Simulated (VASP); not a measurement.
# Se (P3_121) in VASP: a series of runs

Runs on Se. Level: LDA. Tasks: single point.

Program: VASP 6.6.1. These are calculated values, not measurements. Logs are shortened: lines on timing, memory, paths and dates and some standing lists are left out, and cuts for length are marked.

## 1. The cell of the first run

Symmetry: P3_121, No. 152, trigonal system. Conventional cell: a = 3.953 Å, b = 3.953 Å, c = 5.121 Å, α = 90.00°, β = 90.00°, γ = 120.00°. Within 3.2 Å of Se (site symmetry 2) lie 6 Se at 2.44 to 3.11 Å.

## 2. Single point, LDA

INCAR reads:

```
PREC     = Accurate       # precision mode
ENCUT    = 520            # plane-wave cutoff, eV
EDIFF    = 1E-7           # SCF threshold, eV
ISMEAR   = -1             # smearing method
SIGMA    = 0.2            # smearing width, eV
LREAL    = F              # projectors in reciprocal space
LASPH    = T              # aspherical terms in the spheres
NELM     = 100            # most SCF steps
ALGO     = Normal         # electronic algorithm
ISIF     = 2              # what is computed and relaxed
LWAVE    = F              # write WAVECAR
LCHARG   = T              # write CHGCAR
GGA      = CA             # functional
LELF     = T              # ELF
LVHAR    = T            
NBANDS   = 16             # bands
```

KPOINTS reads:

```
regular mesh
0
Gamma
  9 9 6
```

POSCAR reads:

```
Se
1.0
    3.9534579885      0.0000000000      0.0000000000
   -1.9767289943      3.4237950508      0.0000000000
    0.0000000000      0.0000000000      5.1205317866
Se
3
Direct
    0.2543546533      1.0000000000      0.3333333333
    1.0000000000      0.2543546533      0.6666666667
    0.7456453467      0.7456453467      1.0000000000
```

Potentials or basis: VASP PAW LDA potentials, release 64 (Se).

The run is started by

```console
> cat potpaw_LDA.64/Se/POTCAR > POTCAR
> mpirun -np 1 vasp_std > vasp.out
```

OUTCAR:

```text
PREC = Accurate
   ENCUT = 520
   EDIFF = 1E-7
   ISMEAR = -1
   LREAL = F
   LASPH = T
   NELM = 100
   ISIF = 2
   GGA = CA

 ion  position               nearest neighbor table
   1  0.254  0.000  0.333-   3 2.44   2 2.44
   2  0.000  0.254  0.667-   3 2.44   1 2.44
   3  0.746  0.746  0.000-   2 2.44   1 2.44

  LATTYP: Found a hexagonal cell.
 ALAT       =     3.9534579885
 C/A-ratio  =     1.2952032882

  Lattice vectors:

 A1 = (   3.9534579885,   0.0000000000,   0.0000000000)
 A2 = (  -1.9767289943,   3.4237950508,   0.0000000000)
 A3 = (   0.0000000000,   0.0000000000,   5.1205317866)

Analysis of symmetry for initial positions (statically):
=====================================================================
 Subroutine PRICEL returns:
 Original cell was already a primitive cell.

 Routine SETGRP: Setting up the symmetry group for a
 hexagonal supercell.

 Subroutine GETGRP returns: Found  6 space group operations
 (whereof  2 operations were pure point group operations)
 out of a pool of 24 trial point group operations.

The static configuration has the point symmetry C_2 .
 The point group associated with its full space group is D_3 .

Analysis of symmetry for dynamics (positions and initial velocities):
=====================================================================
 Subroutine PRICEL returns:
 Original cell was already a primitive cell.

 Routine SETGRP: Setting up the symmetry group for a
 hexagonal supercell.

 Subroutine GETGRP returns: Found  6 space group operations
 (whereof  2 operations were pure point group operations)
 out of a pool of 24 trial point group operations.

The dynamic configuration has the point symmetry C_2 .
 The point group associated with its full space group is D_3 .

 Subroutine INISYM returns: Found  6 space group operations
 (whereof  2 operations are pure point group operations),
 and found     1 'primitive' translations

----------------------------------------------------------------------------------------

                                     Primitive cell

  volume of cell :      69.3106

  direct lattice vectors                    reciprocal lattice vectors
     3.953457988  0.000000000  0.000000000     0.252943120  0.146036779  0.000000000
    -1.976728994  3.423795051  0.000000000     0.000000000  0.292073557  0.000000000
     0.000000000  0.000000000  5.120531787     0.000000000  0.000000000  0.195292216

  length of vectors
     3.953457988  3.953457988  5.120531787     0.292073557  0.292073557  0.195292216

  position of ions in fractional coordinates (direct lattice)
     0.254354653  0.000000000  0.333333333
     0.000000000  0.254354653  0.666666667
     0.745645347  0.745645347  0.000000000

  ion indices of the primitive-cell ions
   primitive index   ion index
                 1           1
                 2           2
                 3           3

----------------------------------------------------------------------------------------

 KPOINTS: regular mesh

Automatic generation of k-mesh.
 Grid dimensions read from file:
 generate k-points for:    9    9    6

 Generating k-lattice:

  Cartesian coordinates                     Fractional coordinates (reciprocal lattice)
     0.028104791  0.016226309  0.000000000     0.111111111  0.000000000  0.000000000
     0.000000000  0.032452617  0.000000000     0.000000000  0.111111111  0.000000000
     0.000000000  0.000000000  0.032548703     0.000000000  0.000000000  0.166666667

  Length of vectors
     0.032452617  0.032452617  0.032548703

  Shift w.r.t. Gamma in fractional coordinates (k-lattice)
     0.000000000  0.000000000  0.000000000

 Subroutine IBZKPT returns following result:
 ===========================================

 Found     62 irreducible k-points:

 Following reciprocal coordinates:
            Coordinates               Weight
  0.000000  0.000000  0.000000      1.000000
  0.111111  0.000000  0.000000      6.000000
  0.222222  0.000000  0.000000      6.000000
  0.333333  0.000000  0.000000      6.000000
  0.444444  0.000000  0.000000      6.000000
  0.111111  0.111111  0.000000      6.000000
[... 16 lines left out ...]
  0.222222  0.111111  0.166667     12.000000
 -0.111111  0.333333  0.166667     12.000000
 [... further k-points ...]
   k-points           NKPTS =     62   k-points in BZ     NKDIM =     62   number of bands    NBANDS=     16
   number of dos      NEDOS =    301   number of ions     NIONS =      3
   total plane-waves  NPLWV =  36000
   dimension x,y,z NGX =    30 NGY =   30 NGZ =   40
   dimension x,y,z NGXF=    60 NGYF=   60 NGZF=   80
   ions per type =               3
   NGX,Y,Z   is equivalent  to a cutoff of  12.62, 12.62, 12.99 a.u.
   NGXF,Y,Z  is equivalent  to a cutoff of  25.23, 25.23, 25.97 a.u.
 SYSTEM =  unknown system
   PREC   = accura    normal or accurate (medium, high low for compatibility)
   ISTART =      0    job   : 0-new  1-cont  2-samecut
   ICHARG =      2    charge: 1-file 2-atom 10-const
   ISPIN  =      1    spin polarized calculation?
   LNONCOLLINEAR =      F non collinear calculations
   LSORBIT =      F    spin-orbit coupling
   LASPH  =      T    aspherical Exc in radial PAW
   ENCUT  =  520.0 eV  38.22 Ry    6.18 a.u.   7.35  7.35  9.52*2*pi/ulx,y,z
   NELM   =    100;   NELMIN=  2; NELMDL= -5     # of ELM steps
   EDIFF  = 0.1E-06   stopping-criterion for ELM
   LREAL  =      F    real-space projection
   EDIFFG = 0.1E-05   stopping-criterion for IOM
   NSW    =      0    number of steps for IOM
   IBRION =     -1    ionic relax: 0-MD 1-quasi-New 2-CG
   NFREE  =      0    steps in history (QN), initial steepest desc. (CG)
   ISIF   =      2    stress and relaxation
   ISYM   =      2    0-nonsym 1-usesym 2-fastsym
   POTIM  = 0.5000    time-step for ionic-motion
   TEBEG  =    0.0;   TEEND  =   0.0 temperature during run
   PSTRESS=    0.0 pullay stress
   NELECT =      18.0000    total number of electrons
   NUPDOWN=      -1.0000    fix difference up-down
   EMIN   =  10.00;   EMAX   =-10.00  energy-range for DOS
   EFERMI =   0.00;   METHOD = LEGACY
   ISMEAR =    -1;   SIGMA  =   0.20  broadening in eV -4-tet -1-fermi 0-gaus
   EFERMI_NEDOS =   21; number of points for ismear=-14 and -15
   IALGO  =     38    algorithm
   IMIX   =      4    mixing-type and parameters
     AMIX     =   0.40;   BMIX     =  1.00
     AMIX_MAG =   1.60;   BMIX_MAG =  1.00
  volume/ion in A,a.u.               =      23.10       155.91
  Fermi-wavevector in a.u.,A,eV,Ry     =   1.044477  1.973776 14.843043  1.090933
  Thomas-Fermi vector in A             =   2.179232
   LORBIT       =      0    0 simple, 1 ext, 2 COOP (PROOUT), +10 PAW based schemes
   GGA     = CA    functional components
   LHFCALC =     F    Hartree Fock is set to
   AEXX    =    0.0000 exact exchange contribution
   IVDW    =     0    specifies the selected vdW correction
   LEPSILON=     F    determine dielectric tensor
   LRPA    =     F    only Hartree local field effects (RPA)
 non-spin polarized calculation
  energy-cutoff  :      520.00
  volume of cell :       69.31
 maximum number of plane-waves:      1904
 NGX is ok and might be reduce to    30
   NGX = 15   NGY = 15   NGZ = 19

 number of electron      18.0000001 magnetization

 Free energy of the ion-electron system (eV)
  ---------------------------------------------------
  ext. energy  EPLUGINS =         0.00000000
  ---------------------------------------------------
  free energy    TOTEN  =       -12.48909554 eV

  energy without entropy =      -12.44033149  energy(sigma->0) =      -12.46471352

 E-fermi :   4.6732     XC(G=0):  -9.9943

 val. band max:        4.4086087324   @ k =   0.3333   0.3333   0.5000
 cond. band min:       4.6966156362   @ k =   0.3333   0.3333   0.5000
 fundamental gap:      0.2880069039
 Fermi energy:         4.6731903469

 k-point     1 :       0.0000    0.0000    0.0000
  band No.  band energies     occupation
      1     -11.9490      2.00000
      2      -7.7489      2.00000
      3      -7.7489      2.00000
      4       0.6406      2.00000
      5       0.9643      2.00000
      6       0.9643      2.00000
[... 8 lines left out ...]
     15      11.3898      0.00000
     16      12.6070      0.00000

 k-point     2 :       0.1111    0.0000    0.0000
  band No.  band energies     occupation
      1     -11.8536      2.00000
      2      -7.7811      2.00000
      3      -7.7207      2.00000
      4      -0.0580      2.00000
      5       0.5348      2.00000
      6       0.8727      2.00000
[... 8 lines left out ...]
     15      11.8679      0.00000
     16      12.4924      0.00000

 k-point     3 :       0.2222    0.0000    0.0000
  band No.  band energies     occupation
      1     -11.5835      2.00000
      2      -7.9167      2.00000
      3      -7.6455      2.00000
      4      -0.9394      2.00000
      5      -0.0769      2.00000
      6       0.5230      2.00000
[... 8 lines left out ...]
     15      12.4494      0.00000
     16      13.0964      0.00000

 k-point     4 :       0.3333    0.0000    0.0000
  band No.  band energies     occupation
      1     -11.2009      2.00000
      2      -8.1988      2.00000
      3      -7.5530      2.00000
      4      -1.3907      2.00000
      5      -0.5650      2.00000
      6       0.2220      2.00000
[... 8 lines left out ...]
     15      13.3967      0.00000
     16      14.2199      0.00000
[... 324 lines left out ...]
 k-point    22 :       0.1111    0.1111    0.1667
  band No.  band energies     occupation
      1     -11.5463      2.00000
      2      -8.8147      2.00000
      3      -6.7621      2.00000
      4      -0.5731      2.00000
      5      -0.1929      2.00000
      6       0.9301      2.00000
[... 8 lines left out ...]
     15      12.1995      0.00000
     16      12.5814      0.00000

 k-point    23 :       0.2222    0.1111    0.1667
  band No.  band energies     occupation
      1     -11.2258      2.00000
      2      -8.6990      2.00000
      3      -7.0955      2.00000
      4      -1.0468      2.00000
      5      -0.5168      2.00000
      6       0.7318      2.00000
[... 8 lines left out ...]
     15      12.8103      0.00000
     16      13.1047      0.00000

 k-point    24 :      -0.1111    0.3333    0.1667
  band No.  band energies     occupation
      1     -11.2190      2.00000
      2      -8.7692      2.00000
      3      -6.9708      2.00000
      4      -1.3158      2.00000
      5      -0.7019      2.00000
      6       0.5359      2.00000
[... 8 lines left out ...]
     15      13.2273      0.00000
     16      13.9528      0.00000

 [... further k-points ...]
[... 5 lines left out ...]
  --------------------------------------------------------------------------------------
  -------------------------------------------------------------------------------------
  Total        0.0766464      0.0766464      0.1647315     -0.0000000      0.0000000     -0.0000000
  in kB        1.7717502      1.7717502      3.8079154     -0.0000000      0.0000000     -0.0000000
  external PRESSURE =       2.4504719 kB  Pullay stress =       0.0000000 kB

 VOLUME and BASIS-vectors are now :
 -----------------------------------------------------------------------------
  energy-cutoff  :      520.00
  volume of cell :       69.31
      direct lattice vectors                 reciprocal lattice vectors
     3.953457988  0.000000000  0.000000000     0.252943120  0.146036779  0.000000000
    -1.976728994  3.423795051  0.000000000     0.000000000  0.292073557  0.000000000
     0.000000000  0.000000000  5.120531787     0.000000000  0.000000000  0.195292216

 POSITION                                       TOTAL-FORCE (eV/Angst)
 -----------------------------------------------------------------------------------
      1.00558      0.00000      1.70684         0.076009     -0.000000      0.000000
     -0.50279      0.87086      3.41369        -0.038004      0.065825     -0.000000
      1.47394      2.55294      0.00000        -0.038004     -0.065825     -0.000000
 -----------------------------------------------------------------------------------
    total drift:                               -0.000000     -0.000001      0.000000

  FREE ENERGIE OF THE ION-ELECTRON SYSTEM (eV)
  ---------------------------------------------------
  free  energy   TOTEN  =       -12.4890955355 eV

  energy  without entropy=      -12.4403314947  energy(sigma->0) =      -12.46471352
```

It took 24 s on 1 thread of Intel Xeon 6975P-C (Granite Rapids), shared host; peak memory 0.18 GiB.

Results:

| Quantity | Value |
| --- | --- |
| Free energy | -12.4891 eV |
| Pressure | 0.2 GPa |
| Largest force | 0.076 eV/Å |
| Band gap on the k mesh | 0.29 eV, direct |

Forces in eV/Å, atoms in the order of the input:
```
Se   0.076  0.000  0.000
Se  -0.038  0.066  0.000
Se  -0.038 -0.066  0.000
```

A k mesh can miss the band edges.

## 3. Single point, LDA

INCAR reads:

```
PREC = Accurate ; ENCUT = 520
EDIFF = 1E-7 ; ISMEAR = -1
SIGMA = 0.3 ; LREAL = False
LASPH = True ; NELM = 60
ALGO = Normal ; ISIF = 2
LWAVE = False ; LCHARG = True
GGA = CA ; LELF = True
LVHAR = True ; NBANDS = 16
```

KPOINTS reads:

```
Automatic mesh
0
Gamma
  9 9 6
```

POSCAR is that of step 2.

Potentials or basis: VASP PAW LDA potentials, release 64 (Se).

The run is started by

```console
> cat potpaw_LDA.64/Se/POTCAR > POTCAR
> mpirun -np 1 vasp_std > vasp.out
```

Wall time 24 s (1 thread of Intel Xeon 6975P-C (Granite Rapids), shared host); peak memory 0.18 GiB.

Results (log left out):

```
Free energy            : -12.5347 eV
Pressure               : 0.5 GPa
Largest force          : 0.139 eV/Å
Band gap on the k mesh : 0.30 eV, direct
```

Forces in eV/Å, atoms in the order of the input:
```
Se   0.139  0.000  0.000
Se  -0.069  0.120  0.000
Se  -0.069 -0.120  0.000
```

Stress tensor (GPa, compression positive):
```
0.35 0.00 0.00
0.00 0.35 0.00
0.00 0.00 0.71
```

Levels at points of the mesh, in eV from the valence-band top:
```tsv
k point	band 5	band 6	band 7	band 8	band 9	band 10	band 11	band 12	band 13	band 14
(0.00, 0.00, 0.00)	-3.44	-3.44	-1.98	-1.98	-0.69	1.33	1.33	2.00	6.17	6.17
(0.00, 0.00, 0.50)	-3.18	-3.18	-1.52	-1.35	-1.35	0.75	0.75	0.75	5.27	6.80
```

A k mesh can miss the band edges.

(Continued in part 2 of 2.)
